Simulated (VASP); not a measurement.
# BaTiO3 (R3m) in VASP: notebook, part 2 of 2

VASP 6.6.1. The steps go on from the part before.

**3. Single point, PBE**

INCAR

```
ALGO     = Normal         # electronic algorithm
EDIFF    = 1E-6           # SCF threshold, eV
ENCUT    = 520            # plane-wave cutoff, eV
GGA      = PE             # functional
ISIF     = 2              # what is computed and relaxed
ISMEAR   = 0              # smearing method
LASPH    = True           # aspherical terms in the spheres
LCHARG   = True           # write CHGCAR
LELF     = True           # ELF
LREAL    = False          # projectors in reciprocal space
LVHAR    = True         
LWAVE    = False          # write WAVECAR
NBANDS   = 28             # bands
NELM     = 80             # most SCF steps
PREC     = Accurate       # precision mode
SIGMA    = 0.02           # smearing width, eV
```

KPOINTS

```
k-points
0
Gamma
  6 6 6
```

POSCAR

```
BaTiO3
1.0
    2.8630706609      1.6529946168      2.3563003513
   -2.8630706609      1.6529946168      2.3563003513
    0.0000000000     -3.3059892335      2.3563003513
Ba Ti O
1 1 3
Direct
    0.0049545166      0.0049545166      0.0049545166
    0.5191875161      0.5191875161      0.5191875161
    0.4883938490      0.4883938490      0.9777702693
    0.4883938490      0.9777702693      0.4883938490
    0.9777702693      0.4883938490      0.4883938490
```

Potentials or basis: VASP PAW PBE potentials, release 64 (Ba_sv, Ti_sv, O).

Started as:

```sh
$ cat potpaw_PBE.64/Ba_sv/POTCAR potpaw_PBE.64/Ti_sv/POTCAR potpaw_PBE.64/O/POTCAR > POTCAR
$ mpirun -np 1 vasp_std > vasp.out
```

OUTCAR:

```text
EDIFF = 1E-6
   ENCUT = 520
   GGA = PE
   ISIF = 2
   ISMEAR = 0
   LASPH = True
   LREAL = False
   NELM = 80
   PREC = Accurate

 ion  position               nearest neighbor table
   1  0.005  0.005  0.005-   4 2.78   5 2.78   3 2.78   4 2.87   5 2.87   5 2.87   4 2.87   3 2.87
                             3 2.87   5 2.98   4 2.98   3 2.98   2 3.43   2 3.48   2 3.48   2 3.48
   2  0.519  0.519  0.519-   3 1.87   4 1.87   5 1.87   3 2.21   4 2.21   5 2.21   1 3.43   1 3.48
                             1 3.48   1 3.48   1 3.54   1 3.54   1 3.54   1 3.64
   3  0.488  0.488  0.978-   2 1.87   2 2.21   1 2.78   1 2.87   1 2.87   1 2.98
   4  0.488  0.978  0.488-   2 1.87   2 2.21   1 2.78   1 2.87   1 2.87   1 2.98
   5  0.978  0.488  0.488-   2 1.87   2 2.21   1 2.78   1 2.87   1 2.87   1 2.98

  LATTYP: Found a trigonal (rhomboedric) cell.
 ALAT       =     4.0597679931
 COS(alpha) =     0.0053009613

  Lattice vectors:

 A1 = (   2.8630706609,   1.6529946168,   2.3563003513)
 A2 = (  -2.8630706609,   1.6529946168,   2.3563003513)
 A3 = (   0.0000000000,  -3.3059892335,   2.3563003513)

Analysis of symmetry for initial positions (statically):
=====================================================================
 Subroutine PRICEL returns:
 Original cell was already a primitive cell.

 Routine SETGRP: Setting up the symmetry group for a
 trigonal (rhombohedral) supercell.

 Subroutine GETGRP returns: Found  6 space group operations
 (whereof  6 operations were pure point group operations)
 out of a pool of 12 trial point group operations.

The static configuration has the point symmetry C_3v.

Analysis of symmetry for dynamics (positions and initial velocities):
=====================================================================
 Subroutine PRICEL returns:
 Original cell was already a primitive cell.

 Routine SETGRP: Setting up the symmetry group for a
 trigonal (rhombohedral) supercell.

 Subroutine GETGRP returns: Found  6 space group operations
 (whereof  6 operations were pure point group operations)
 out of a pool of 12 trial point group operations.

The dynamic configuration has the point symmetry C_3v.

 Subroutine INISYM returns: Found  6 space group operations
 (whereof  6 operations are pure point group operations),
 and found     1 'primitive' translations

----------------------------------------------------------------------------------------

                                     Primitive cell

  volume of cell :      66.9091

  direct lattice vectors                    reciprocal lattice vectors
     2.863070661  1.652994617  2.356300351     0.174637674  0.100827108  0.141464705
    -2.863070661  1.652994617  2.356300351    -0.174637674  0.100827108  0.141464705
     0.000000000 -3.305989234  2.356300351     0.000000000 -0.201654216  0.141464705

  length of vectors
     4.059767993  4.059767993  4.059767993     0.246326380  0.246326380  0.246326380

  position of ions in fractional coordinates (direct lattice)
     0.004954517  0.004954517  0.004954517
     0.519187516  0.519187516  0.519187516
     0.488393849  0.488393849  0.977770269
     0.488393849  0.977770269  0.488393849
     0.977770269  0.488393849  0.488393849

  ion indices of the primitive-cell ions
   primitive index   ion index
                 1           1
                 2           2
[... 23 lines left out ...]
     0.000000000  0.000000000  0.000000000

 Subroutine IBZKPT returns following result:
 ===========================================

 Found     32 irreducible k-points:

 Following reciprocal coordinates:
            Coordinates               Weight
  0.000000  0.000000  0.000000      1.000000
  0.166667  0.000000  0.000000      6.000000
  0.333333  0.000000  0.000000      6.000000
  0.500000  0.000000  0.000000      3.000000
  0.166667  0.166667  0.000000      6.000000
  0.333333  0.166667  0.000000     12.000000
[... 16 lines left out ...]
  0.500000  0.500000  0.166667      6.000000
 -0.333333  0.500000  0.166667     12.000000
 [... further k-points ...]
   k-points           NKPTS =     32   k-points in BZ     NKDIM =     32   number of bands    NBANDS=     28
   number of dos      NEDOS =    301   number of ions     NIONS =      5
   total plane-waves  NPLWV =  27000
   dimension x,y,z NGX =    30 NGY =   30 NGZ =   30
   dimension x,y,z NGXF=    60 NGYF=   60 NGZF=   60
   ions per type =               1   1   3
   NGX,Y,Z   is equivalent  to a cutoff of  12.28, 12.28, 12.28 a.u.
   NGXF,Y,Z  is equivalent  to a cutoff of  24.57, 24.57, 24.57 a.u.
 SYSTEM =  unknown system
   PREC   = accura    normal or accurate (medium, high low for compatibility)
   ISTART =      0    job   : 0-new  1-cont  2-samecut
   ICHARG =      2    charge: 1-file 2-atom 10-const
   ISPIN  =      1    spin polarized calculation?
   LNONCOLLINEAR =      F non collinear calculations
   LSORBIT =      F    spin-orbit coupling
   LASPH  =      T    aspherical Exc in radial PAW
   ENCUT  =  520.0 eV  38.22 Ry    6.18 a.u.   7.55  7.55  7.55*2*pi/ulx,y,z
   NELM   =     80;   NELMIN=  2; NELMDL= -5     # of ELM steps
   EDIFF  = 0.1E-05   stopping-criterion for ELM
   LREAL  =      F    real-space projection
   EDIFFG = 0.1E-04   stopping-criterion for IOM
   NSW    =      0    number of steps for IOM
   IBRION =     -1    ionic relax: 0-MD 1-quasi-New 2-CG
   NFREE  =      0    steps in history (QN), initial steepest desc. (CG)
   ISIF   =      2    stress and relaxation
   ISYM   =      2    0-nonsym 1-usesym 2-fastsym
   POTIM  = 0.5000    time-step for ionic-motion
   TEBEG  =    0.0;   TEEND  =   0.0 temperature during run
   PSTRESS=    0.0 pullay stress
   NELECT =      40.0000    total number of electrons
   NUPDOWN=      -1.0000    fix difference up-down
   EMIN   =  10.00;   EMAX   =-10.00  energy-range for DOS
   EFERMI =   0.00;   METHOD = LEGACY
   ISMEAR =     0;   SIGMA  =   0.02  broadening in eV -4-tet -1-fermi 0-gaus
   EFERMI_NEDOS =   21; number of points for ismear=-14 and -15
   IALGO  =     38    algorithm
   IMIX   =      4    mixing-type and parameters
     AMIX     =   0.40;   BMIX     =  1.00
     AMIX_MAG =   1.60;   BMIX_MAG =  1.00
  volume/ion in A,a.u.               =      13.38        90.31
  Fermi-wavevector in a.u.,A,eV,Ry     =   1.379112  2.606145 25.877618  1.901951
  Thomas-Fermi vector in A             =   2.504112
   LORBIT       =      0    0 simple, 1 ext, 2 COOP (PROOUT), +10 PAW based schemes
   GGA     = PE    functional components
   LHFCALC =     F    Hartree Fock is set to
   AEXX    =    0.0000 exact exchange contribution
   IVDW    =     0    specifies the selected vdW correction
   LEPSILON=     F    determine dielectric tensor
   LRPA    =     F    only Hartree local field effects (RPA)
 non-spin polarized calculation
 Gauss-broadening in eV      SIGMA  =   0.02
  energy-cutoff  :      520.00
  volume of cell :       66.91
 maximum number of plane-waves:      1820
   NGX = 15   NGY = 15   NGZ = 15

 number of electron      40.0000014 magnetization

 Free energy of the ion-electron system (eV)
  ---------------------------------------------------
  ext. energy  EPLUGINS =         0.00000000
  ---------------------------------------------------
  free energy    TOTEN  =       -40.05484365 eV

  energy without entropy =      -40.05484365  energy(sigma->0) =      -40.05484365

 E-fermi :   3.7140     XC(G=0): -11.0079

 val. band max:        3.4288356610   @ k =   0.5000   0.5000   0.5000
 cond. band min:       6.0123725250   @ k =   0.0000   0.0000   0.0000
 fundamental gap:      2.5835368640
 Fermi energy:         3.7139993362

 k-point     1 :       0.0000    0.0000    0.0000
  band No.  band energies     occupation
      1     -52.8625      2.00000
      2     -29.1182      2.00000
      3     -29.1160      2.00000
      4     -29.1160      2.00000
      5     -21.4684      2.00000
      6     -13.2778      2.00000
[... 733 lines left out ...]
     27      11.4039      0.00000
     28      11.8607      0.00000

 [... further k-points ...]
[... 5 lines left out ...]
  --------------------------------------------------------------------------------------
  -------------------------------------------------------------------------------------
  Total        0.6797901      0.6797901      0.6391237      0.0000000      0.0000000     -0.0000000
  in kB       16.2779625     16.2779625     15.3041807      0.0000000      0.0000000     -0.0000000
  external PRESSURE =      15.9533685 kB  Pullay stress =       0.0000000 kB

 VOLUME and BASIS-vectors are now :
 -----------------------------------------------------------------------------
  energy-cutoff  :      520.00
  volume of cell :       66.91
      direct lattice vectors                 reciprocal lattice vectors
     2.863070661  1.652994617  2.356300351     0.174637674  0.100827108  0.141464705
    -2.863070661  1.652994617  2.356300351    -0.174637674  0.100827108  0.141464705
     0.000000000 -3.305989234  2.356300351     0.000000000 -0.201654216  0.141464705

 POSITION                                       TOTAL-FORCE (eV/Angst)
 -----------------------------------------------------------------------------------
      0.00000      0.00000      0.03502         0.000000     -0.000000     -0.043948
      0.00000      0.00000      3.67009         0.000000     -0.000000     -0.088113
      0.00000     -1.61787      4.60553         0.000000     -0.033368      0.044020
     -1.40112      0.80894      4.60553        -0.028897      0.016684      0.044020
      1.40112      0.80894      4.60553         0.028897      0.016684      0.044020
 -----------------------------------------------------------------------------------
    total drift:                                0.000000     -0.000005      0.000457

  FREE ENERGIE OF THE ION-ELECTRON SYSTEM (eV)
  ---------------------------------------------------
  free  energy   TOTEN  =       -40.0548436459 eV

  energy  without entropy=      -40.0548436459  energy(sigma->0) =      -40.05484365
```

Wall time 87 s (1 thread of AMD EPYC 7R43 (Zen 3), shared host); peak memory 0.16 GiB.

What came out:

```
Free energy            : -40.0548 eV
Pressure               : 1.6 GPa
Largest force          : 0.088 eV/Å
Band gap on the k mesh : 2.58 eV, indirect (least direct gap 3.12 eV)
```

Forces in eV/Å, atoms in the order of the input:
```
Ba   0.000  0.000 -0.044
Ti   0.000  0.000 -0.088
O    0.000 -0.033  0.044
O   -0.029  0.017  0.044
O    0.029  0.017  0.044
```

Caveat: spin-orbit coupling is left out, which moves the levels of the heavy elements.
